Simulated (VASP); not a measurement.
The system is Ru.

```
Ru
1.0
     2.72372    0.00000    0.00000
    -1.36186    2.35881    0.00000
     0.00000    0.00000    4.31026
Ru
2
Direct
  0.66667 0.33333 0.75000
  0.33333 0.66667 0.25000
```

Base run:

- Program: VASP 6.6.1
- Functional: r2SCAN
- Potentials or basis: VASP PAW PBE potentials, release 64 (Ru_pv)
- Cutoff: 520 eV
- k mesh: 11 × 11 × 6
- Occupations: fermi-dirac, width 0.05 eV
- Spin: no spin polarisation

Its results: band gap on the k mesh zero (band 14 reaches 13.87 eV, above the bottom of band 15 at 10.77 eV); pressure -6.9 GPa.

After a change of settings the same cell gave: band gap on the k mesh zero (band 14 reaches 13.87 eV, above the bottom of band 15 at 10.77 eV); pressure -10.2 GPa. Which change was it?
A. dispersion from none to D3(BJ)
B. functional from r2SCAN to PBE; further incar settings from ALGO = Normal; EDIFF = 1e-07; NBANDS = 21 to ALGO = Normal; EDIFF = 1e-06; NBANDS = 21
C. functional from r2SCAN to SVWN5
D. functional from r2SCAN to LDA; potentials or basis from VASP PAW PBE potentials, release 64 (Ru_pv) to VASP PAW LDA potentials, release 64 (Ru_pv)

A.

Dispersion adds attraction, which lowers the pressure at fixed volume and, as a term added to the energy, leaves the levels alone.

Caveats: the PAW data sets were made with another functional, which shifts forces and pressure a little; pairwise dispersion overbinds metals, which lowers pressure and volume (some runs).
